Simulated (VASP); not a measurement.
# PrMgH: relaxation of shape and atoms at fixed volume with PBE

The system is PrMgH.

```
Pr Mg H
1.0
     3.45513    0.00000    0.00000
     0.00000    3.45513    0.00000
     0.00000    0.00000    4.27889
Pr Mg H
1 1 1
Direct
  0.00000 0.00000 0.00000
  0.50000 0.50000 0.50000
  0.50000 0.50000 0.00000
```

```
Program                : VASP 6.6.1
Task                   : relaxation of shape and atoms at fixed volume
Functional             : PBE
Potentials or basis    : VASP PAW PBE potentials, release 64 (Pr_3, Mg, H), 4f in core
Cutoff                 : 600 eV
k mesh                 : 12 × 12 × 10
Occupations            : gaussian, width 0.1 eV
Spin                   : no spin polarisation
Dipole correction      : no
Further INCAR settings : ALGO = Normal; EDIFF = 1e-07; IBRION = 2; EDIFFG = -0.01; NSW = 50; ISIF = 4
```

```json
{"Energy gained by relaxing": "0.0 meV/atom", "Ionic steps": "2", "Pressure after relaxing": "8.1 GPa", "Band gap on the k mesh": "zero (bands 7 and 8 overlap by 1.14 eV)"}
```

Stress tensor (GPa, compression positive):
```
8.19 0.00 0.00
0.00 8.19 0.00
0.00 0.00 8.07
```

Final structure:
```
Pr Mg H
1.0
     3.45598    0.00000    0.00000
     0.00000    3.45598    0.00000
     0.00000    0.00000    4.27680
Pr Mg H
1 1 1
Direct
  0.00000 0.00000 0.00000
  0.50000 0.50000 0.50000
  0.50000 0.50000 0.00000
```

Levels at points of the mesh, in eV from the Fermi level:
```tsv
k point	band 3	band 4	band 5	band 6	band 7	band 8	band 9	band 10	band 11
(0.00, 0.00, 0.00)	-17.74	-17.74	-7.52	-3.22	-1.08	2.49	3.71	3.71	5.14
(0.50, 0.00, 0.00)	-18.06	-17.62	-4.75	-2.76	-0.79	-0.22	0.87	1.53	4.46
(0.50, 0.50, 0.00)	-18.71	-17.92	-6.96	0.13	0.60	0.60	1.08	1.08	4.54
(0.00, 0.00, 0.50)	-17.73	-17.73	-6.74	-3.22	-0.71	2.31	2.31	3.06	5.28
(0.50, 0.00, 0.50)	-18.24	-17.61	-4.19	-3.72	-0.98	0.08	1.75	3.28	4.06
(0.50, 0.50, 0.50)	-18.69	-18.08	-6.65	-1.85	-1.85	1.20	4.23	4.88	5.38
```

It took 63 s on 1 thread of Intel(R) Xeon(R) 6975P-C (Granite Rapids), on a shared host, peak memory 0.31 GiB.

Caveat: spin-orbit coupling is left out, which moves the levels of the heavy elements; the 4f electrons are frozen in the core, so they carry no moment and show no levels. Spin polarisation is off, so any magnetic state and its effect on volume and gap are missing.
